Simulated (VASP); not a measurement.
# P (Cmce) in VASP: further runs

P is run at these levels: PBE; tasks: single point, relaxation of cell and atoms.

All numbers are computed with VASP 6.6.1; they aren't measurements. Logs are shortened: lines on timing, memory, paths and dates and some standing lists are left out, and cuts for length are marked.

**1. The cell of the first run**

Symmetry: Cmce, No. 64, orthorhombic system. The conventional cell has a = 3.322 Å, b = 11.149 Å, c = 4.531 Å, α = 90.00°, β = 90.00°, γ = 90.00°. Within 3.0 Å of P (site symmetry m) lie 3 P at 2.23 to 2.26 Å.

**2. Single point, PBE**

File INCAR:

```
SYSTEM = P
PREC = Accurate ; ENCUT = 520
EDIFF = 1E-6 ; ISMEAR = 0
SIGMA = 0.05 ; LREAL = .False.
LASPH = .True. ; NELM = 80
ALGO = Normal ; ISIF = 2
LWAVE = .False. ; LCHARG = .False.
GGA = PE ; NBANDS = 18
```

File KPOINTS:

```
Automatic mesh
0
Gamma
  6 6 4
  0 0 0
```

File POSCAR:

```
P
1.0
    1.6608324295     -5.5745946300      0.0000000000
    1.6608324295      5.5745946300      0.0000000000
    0.0000000000      0.0000000000      4.5305681440
P
4
Direct
    0.4047992256      0.5952007744      0.5854561125
    0.5952007744      0.4047992256      0.4145438875
    0.9047992256      0.0952007744      0.9145438875
    0.0952007744      0.9047992256      0.0854561125
```

Potentials or basis: VASP PAW PBE potentials, release 64 (P).

Run with:

```
cat potpaw_PBE.64/P/POTCAR > POTCAR
mpirun -np 1 vasp_std > vasp.out
```

OUTCAR:

```text
SYSTEM = P
   PREC = Accurate
   ENCUT = 520
   EDIFF = 1E-6
   ISMEAR = 0
   LREAL = .False.
   LASPH = .True.
   NELM = 80
   ISIF = 2
   GGA = PE

 ion  position               nearest neighbor table
   1  0.405  0.595  0.585-   3 2.23   3 2.23   2 2.26
   2  0.595  0.405  0.415-   4 2.23   4 2.23   1 2.26
   3  0.905  0.095  0.915-   1 2.23   1 2.23   4 2.26
   4  0.095  0.905  0.085-   2 2.23   2 2.23   3 2.26

  LATTYP: Found a base centered orthorhombic cell.
 ALAT       =     3.3216648590
 B/A-ratio  =     3.3565063705
 C/A-ratio  =     1.3639449903

  Lattice vectors:

 A1 = (   1.6608324295,  -5.5745946300,   0.0000000000)
 A2 = (   1.6608324295,   5.5745946300,   0.0000000000)
 A3 = (   0.0000000000,   0.0000000000,   4.5305681440)

Analysis of symmetry for initial positions (statically):
=====================================================================
 Subroutine PRICEL returns:
 Original cell was already a primitive cell.

 Routine SETGRP: Setting up the symmetry group for a
 base centered orthorhombic supercell.

 Subroutine GETGRP returns: Found  8 space group operations
 (whereof  4 operations were pure point group operations)
 out of a pool of  8 trial point group operations.

The static configuration has the point symmetry C_2h.
 The point group associated with its full space group is D_2h.

Analysis of symmetry for dynamics (positions and initial velocities):
=====================================================================
 Subroutine PRICEL returns:
 Original cell was already a primitive cell.

 Routine SETGRP: Setting up the symmetry group for a
 base centered orthorhombic supercell.

 Subroutine GETGRP returns: Found  8 space group operations
 (whereof  4 operations were pure point group operations)
 out of a pool of  8 trial point group operations.

The dynamic configuration has the point symmetry C_2h.
 The point group associated with its full space group is D_2h.

 Subroutine INISYM returns: Found  8 space group operations
 (whereof  4 operations are pure point group operations),
 and found     1 'primitive' translations

----------------------------------------------------------------------------------------

                                     Primitive cell

  volume of cell :      83.8922

  direct lattice vectors                    reciprocal lattice vectors
     1.660832430 -5.574594630  0.000000000     0.301053852 -0.089692620  0.000000000
     1.660832430  5.574594630  0.000000000     0.301053852  0.089692620  0.000000000
     0.000000000  0.000000000  4.530568144     0.000000000  0.000000000  0.220722869

  length of vectors
     5.816740466  5.816740466  4.530568144     0.314130845  0.314130845  0.220722869

  position of ions in fractional coordinates (direct lattice)
     0.404799226  0.595200774  0.585456112
     0.595200774  0.404799226  0.414543888
     0.904799226  0.095200774  0.914543888
     0.095200774  0.904799226  0.085456112

  ion indices of the primitive-cell ions
   primitive index   ion index
                 1           1
                 2           2
                 3           3
                 4           4

----------------------------------------------------------------------------------------

 KPOINTS: Automatic mesh

Automatic generation of k-mesh.
 Grid dimensions read from file:
 generate k-points for:    6    6    4

 Generating k-lattice:

  Cartesian coordinates                     Fractional coordinates (reciprocal lattice)
     0.050175642 -0.014948770  0.000000000     0.166666667  0.000000000  0.000000000
     0.050175642  0.014948770  0.000000000     0.000000000  0.166666667  0.000000000
     0.000000000  0.000000000  0.055180717     0.000000000  0.000000000  0.250000000

  Length of vectors
     0.052355141  0.052355141  0.055180717

  Shift w.r.t. Gamma in fractional coordinates (k-lattice)
     0.000000000  0.000000000  0.000000000

 Subroutine IBZKPT returns following result:
 ===========================================

 Found     39 irreducible k-points:

 Following reciprocal coordinates:
            Coordinates               Weight
  0.000000  0.000000  0.000000      1.000000
  0.166667  0.000000  0.000000      4.000000
  0.333333 -0.000000  0.000000      4.000000
  0.500000  0.000000  0.000000      2.000000
  0.166667  0.166667  0.000000      2.000000
  0.333333  0.166667  0.000000      4.000000
[... 16 lines left out ...]
  0.333333  0.333333  0.250000      4.000000
  0.500000  0.333333  0.250000      8.000000
 [... further k-points ...]
   k-points           NKPTS =     39   k-points in BZ     NKDIM =     39   number of bands    NBANDS=     18
   number of dos      NEDOS =    301   number of ions     NIONS =      4
   total plane-waves  NPLWV =  82944
   dimension x,y,z NGX =    48 NGY =   48 NGZ =   36
   dimension x,y,z NGXF=    96 NGYF=   96 NGZF=   72
   ions per type =               4
   NGX,Y,Z   is equivalent  to a cutoff of  13.72, 13.72, 13.21 a.u.
   NGXF,Y,Z  is equivalent  to a cutoff of  27.44, 27.44, 26.42 a.u.
 SYSTEM =  P
   PREC   = accura    normal or accurate (medium, high low for compatibility)
   ISTART =      0    job   : 0-new  1-cont  2-samecut
   ICHARG =      2    charge: 1-file 2-atom 10-const
   ISPIN  =      1    spin polarized calculation?
   LNONCOLLINEAR =      F non collinear calculations
   LSORBIT =      F    spin-orbit coupling
   LASPH  =      T    aspherical Exc in radial PAW
   ENCUT  =  520.0 eV  38.22 Ry    6.18 a.u.  10.82 10.82  8.42*2*pi/ulx,y,z
   NELM   =     80;   NELMIN=  2; NELMDL= -5     # of ELM steps
   EDIFF  = 0.1E-05   stopping-criterion for ELM
   LREAL  =      F    real-space projection
   EDIFFG = 0.1E-04   stopping-criterion for IOM
   NSW    =      0    number of steps for IOM
   IBRION =     -1    ionic relax: 0-MD 1-quasi-New 2-CG
   NFREE  =      0    steps in history (QN), initial steepest desc. (CG)
   ISIF   =      2    stress and relaxation
   ISYM   =      2    0-nonsym 1-usesym 2-fastsym
   POTIM  = 0.5000    time-step for ionic-motion
   TEBEG  =    0.0;   TEEND  =   0.0 temperature during run
   PSTRESS=    0.0 pullay stress
   NELECT =      20.0000    total number of electrons
   NUPDOWN=      -1.0000    fix difference up-down
   EMIN   =  10.00;   EMAX   =-10.00  energy-range for DOS
   EFERMI =   0.00;   METHOD = LEGACY
   ISMEAR =     0;   SIGMA  =   0.05  broadening in eV -4-tet -1-fermi 0-gaus
   EFERMI_NEDOS =   21; number of points for ismear=-14 and -15
   IALGO  =     38    algorithm
   IMIX   =      4    mixing-type and parameters
     AMIX     =   0.40;   BMIX     =  1.00
     AMIX_MAG =   1.60;   BMIX_MAG =  1.00
  volume/ion in A,a.u.               =      20.97       141.53
  Fermi-wavevector in a.u.,A,eV,Ry     =   1.015105  1.918270 14.019958  1.030438
  Thomas-Fermi vector in A             =   2.148371
   LORBIT       =      0    0 simple, 1 ext, 2 COOP (PROOUT), +10 PAW based schemes
   GGA     = PE    functional components
   LHFCALC =     F    Hartree Fock is set to
   AEXX    =    0.0000 exact exchange contribution
   IVDW    =     0    specifies the selected vdW correction
   LEPSILON=     F    determine dielectric tensor
   LRPA    =     F    only Hartree local field effects (RPA)
 non-spin polarized calculation
 Gauss-broadening in eV      SIGMA  =   0.05
  energy-cutoff  :      520.00
  volume of cell :       83.89
 maximum number of plane-waves:      2273
 NGX is ok and might be reduce to    48
   NGX = 21   NGY = 21   NGZ = 17

 number of electron      19.9999999 magnetization

 Free energy of the ion-electron system (eV)
  ---------------------------------------------------
  ext. energy  EPLUGINS =         0.00000000
  ---------------------------------------------------
  free energy    TOTEN  =       -21.49060597 eV

  energy without entropy =      -21.49047442  energy(sigma->0) =      -21.49054020

 E-fermi :   5.5819     XC(G=0):  -9.3158

 val. band max:        5.5296535008   @ k =   0.5000   0.5000   0.0000
 cond. band min:       5.6341226159   @ k =   0.5000   0.5000   0.0000
 fundamental gap:      0.1044691151
 Fermi energy:         5.5818880585

 k-point     1 :       0.0000    0.0000    0.0000
  band No.  band energies     occupation
      1      -9.9923      2.00000
      2      -7.2751      2.00000
      3      -4.0795      2.00000
      4      -1.0074      2.00000
      5       0.5748      2.00000
      6       0.7465      2.00000
[... 10 lines left out ...]
     17      12.3499      0.00000
     18      12.7553      0.00000

 k-point     2 :       0.1667    0.0000    0.0000
  band No.  band energies     occupation
      1      -9.6596      2.00000
      2      -6.9554      2.00000
      3      -4.2826      2.00000
      4      -0.7143      2.00000
      5      -0.1341      2.00000
      6       0.3841      2.00000
[... 10 lines left out ...]
     17      10.8444      0.00000
     18      12.2104      0.00000

 k-point     3 :       0.3333   -0.0000    0.0000
  band No.  band energies     occupation
      1      -8.6837      2.00000
      2      -5.9996      2.00000
      3      -5.3997      2.00000
      4      -2.3131      2.00000
      5      -0.3132      2.00000
      6       0.0146      2.00000
[... 10 lines left out ...]
     17      12.1614      0.00000
     18      12.2263      0.00000

 k-point     4 :       0.5000    0.0000    0.0000
  band No.  band energies     occupation
      1      -7.1584      2.00000
      2      -7.1584      2.00000
      3      -4.4253      2.00000
      4      -4.4253      2.00000
      5       0.2017      2.00000
      6       0.2017      2.00000
[... 375 lines left out ...]
      4      -1.8501      2.00000
      5       0.5363      2.00000
      6       1.8647      2.00000
[... 10 lines left out ...]
     17      11.9570      0.00000
     18      12.4228      0.00000

 k-point    23 :       0.3333    0.3333    0.2500
  band No.  band energies     occupation
      1      -8.3187      2.00000
      2      -6.6972      2.00000
      3      -4.9035      2.00000
      4      -2.6896      2.00000
      5      -0.9814      2.00000
      6       0.0024      2.00000
[... 10 lines left out ...]
     17      11.4086      0.00000
     18      12.0327      0.00000

 k-point    24 :       0.5000    0.3333    0.2500
  band No.  band energies     occupation
      1      -9.2561      2.00000
      2      -7.5421      2.00000
      3      -4.2421      2.00000
      4      -1.9734      2.00000
      5      -0.0518      2.00000
      6       1.0046      2.00000
[... 10 lines left out ...]
     17      10.7916      0.00000
     18      11.9349      0.00000

 [... further k-points ...]
[... 5 lines left out ...]
  --------------------------------------------------------------------------------------
  -------------------------------------------------------------------------------------
  Total       -0.1153840     -0.1019102     -0.0849142      0.0000000      0.0000000      0.0000000
  in kB       -2.2036091     -1.9462851     -1.6216947      0.0000000      0.0000000      0.0000000
  external PRESSURE =      -1.9238630 kB  Pullay stress =       0.0000000 kB

 VOLUME and BASIS-vectors are now :
 -----------------------------------------------------------------------------
  energy-cutoff  :      520.00
  volume of cell :       83.89
      direct lattice vectors                 reciprocal lattice vectors
     1.660832430 -5.574594630  0.000000000     0.301053852 -0.089692620  0.000000000
     1.660832430  5.574594630  0.000000000     0.301053852  0.089692620  0.000000000
     0.000000000  0.000000000  4.530568144     0.000000000  0.000000000  0.220722869

 POSITION                                       TOTAL-FORCE (eV/Angst)
 -----------------------------------------------------------------------------------
      1.66083      1.06141      2.65245         0.000000     -0.037986      0.025081
      1.66083     -1.06141      1.87812         0.000000      0.037986     -0.025081
      1.66083     -4.51318      4.14340         0.000000     -0.037986     -0.025081
      1.66083      4.51318      0.38716         0.000000      0.037986      0.025081
 -----------------------------------------------------------------------------------
    total drift:                               -0.000000     -0.000000     -0.000000

  FREE ENERGIE OF THE ION-ELECTRON SYSTEM (eV)
  ---------------------------------------------------
  free  energy   TOTEN  =       -21.4906059719 eV

  energy  without entropy=      -21.4904744245  energy(sigma->0) =      -21.49054020
```

Wall time 73 s (1 thread of AMD EPYC 7R43 (Zen 3), shared host); peak memory 0.22 GiB.

Results:

```yaml
Free_energy: -21.4906 eV
Pressure: -0.2 GPa
Largest_force: 0.046 eV/Å
Band_gap_on_the_k_mesh: 0.10 eV, direct
```

Forces in eV/Å, atoms in the order of the input:
```
P    0.000 -0.038  0.025
P    0.000  0.038 -0.025
P    0.000 -0.038 -0.025
P    0.000  0.038  0.025
```

Levels at points of the mesh, in eV from the valence-band top:
```
           k point  band 7  band 8  band 9  band 10  band 11  band 12  band 13  band 14
(0.00, 0.00, 0.00)   -3.88   -2.66   -2.37    -1.07     0.75     1.15     2.01     2.86
(0.50, 0.00, 0.00)   -3.26   -3.26   -2.54    -2.54     0.76     0.76     1.48     1.48
(0.50, 0.50, 0.00)   -3.96   -2.22   -1.62     0.00     0.10     0.94     2.19     2.76
(0.00, 0.00, 0.50)   -3.07   -3.07   -1.51    -1.51     1.50     1.50     2.87     2.87
(0.50, 0.00, 0.50)   -5.25   -5.25   -1.77    -1.77     1.79     1.79     3.54     3.54
(0.50, 0.50, 0.50)   -2.77   -2.77   -1.79    -1.79     1.48     1.48     2.54     2.54
```

A k mesh can miss the band edges.

**3. Relaxation of cell and atoms, PBE**

This run uses another cell than the first one, of 18.99 Å³/atom, 0.906 times its volume.

File INCAR:

```
PREC = Accurate
ENCUT = 600
EDIFF = 1E-6
ISMEAR = 0
SIGMA = 0.05
LREAL = F
LASPH = T
NELM = 60
ALGO = Normal
ISIF = 3
LWAVE = F
LCHARG = F
GGA = PE
IBRION = 2
NSW = 80
EDIFFG = -0.03
```

File KPOINTS:

```
regular mesh
0
Gamma
  6 6 4
```

File POSCAR:

```
P
1.0
    1.6568000000     -5.2390000000      0.0000000000
    1.6568000000      5.2390000000      0.0000000000
    0.0000000000      0.0000000000      4.3763000000
P
4
Direct
    0.3983200000      0.6016800000      0.5805600000
    0.6016800000      0.3983200000      0.4194400000
    0.8983200000      0.1016800000      0.9194400000
    0.1016800000      0.8983200000      0.0805600000
```

Potentials or basis: VASP PAW PBE potentials, release 64 (P).

Run with:

```
cat potpaw_PBE.64/P/POTCAR > POTCAR
mpirun -np 1 vasp_std > vasp.out
```

Run time: 8 min. Hardware: 1 thread of AMD EPYC 7R43 (Zen 3), shared host; peak memory 0.24 GiB.

Results (log left out):

```yaml
Free_energy: -21.4906 eV
Relaxed_volume: 21.06 Å³/atom
Relaxed_cell: a = 5.839 Å, b = 5.839 Å, c = 4.540 Å, α = 90.00°, β = 90.00°, γ = 147.03°
Space_group_after_relaxing_to_0.05_Å: Cmce (No. 64)
Energy_gained_by_relaxing: 8.9 meV/atom
Ionic_steps: 13
Pressure_after_relaxing: 0.1 GPa
Largest_force_after_relaxing: 0.030 eV/Å
Band_gap_on_the_k_mesh: 0.14 eV, direct
```

Forces in eV/Å, atoms in the order of the input:
```
P    0.000 -0.001  0.030
P    0.000  0.001 -0.030
P    0.000 -0.001 -0.030
P    0.000  0.001  0.030
```

Stress tensor (GPa, compression positive):
```
 0.19  0.00  0.00
 0.00  0.05  0.00
 0.00  0.00 -0.07
```

The path:
| step | energy change (eV) | largest force (eV/Å) | pressure (GPa) | volume (Å³) |
| --- | --- | --- | --- | --- |
| 1 | 0.0000 | 0.0666 | 1.95 | 75.97 |
| 2 | -0.0075 | 0.2465 | -0.85 | 78.55 |
| 3 | -0.0105 | 0.1402 | 0.09 | 77.63 |
| 4 | -0.0141 | 0.1163 | 0.08 | 78.05 |
| 5 | -0.0201 | 0.1316 | 0.12 | 79.24 |
| 6 | -0.0154 | 0.3516 | 0.27 | 81.65 |
| 7 | -0.0210 | 0.1829 | 0.18 | 79.93 |
| 8 | -0.0229 | 0.1577 | 0.13 | 80.20 |
| 9 | -0.0274 | 0.0850 | 0.03 | 81.00 |
| 10 | -0.0320 | 0.0564 | -0.10 | 82.62 |
| 11 | -0.0323 | 0.1083 | -0.15 | 83.16 |
| 12 | -0.0349 | 0.0612 | -0.03 | 83.77 |
| 13 | -0.0356 | 0.0299 | 0.06 | 84.23 |

Final structure:
```
P
1.0
     1.65670   -5.59883    0.00000
     1.65670    5.59883    0.00000
     0.00000    0.00000    4.54017
P
4
Direct
  0.40548 0.59452 0.58573
  0.59452 0.40548 0.41427
  0.90548 0.09452 0.91427
  0.09452 0.90548 0.08573
```

Levels at points of the mesh, in eV from the valence-band top:
```
           k point  band 8  band 9  band 10  band 11  band 12  band 13
(0.00, 0.00, 0.00)   -2.63   -2.31    -1.04     0.77     1.19     2.07
(0.50, 0.00, 0.00)   -3.24   -2.51    -2.51     0.78     0.78     1.51
(0.50, 0.50, 0.00)   -2.18   -1.61     0.00     0.14     0.99     2.24
(0.00, 0.00, 0.50)   -3.03   -1.52    -1.52     1.56     1.56     2.93
(0.50, 0.00, 0.50)   -5.22   -1.73    -1.73     1.83     1.83     3.52
(0.50, 0.50, 0.50)   -2.77   -1.78    -1.78     1.53     1.53     2.58
```
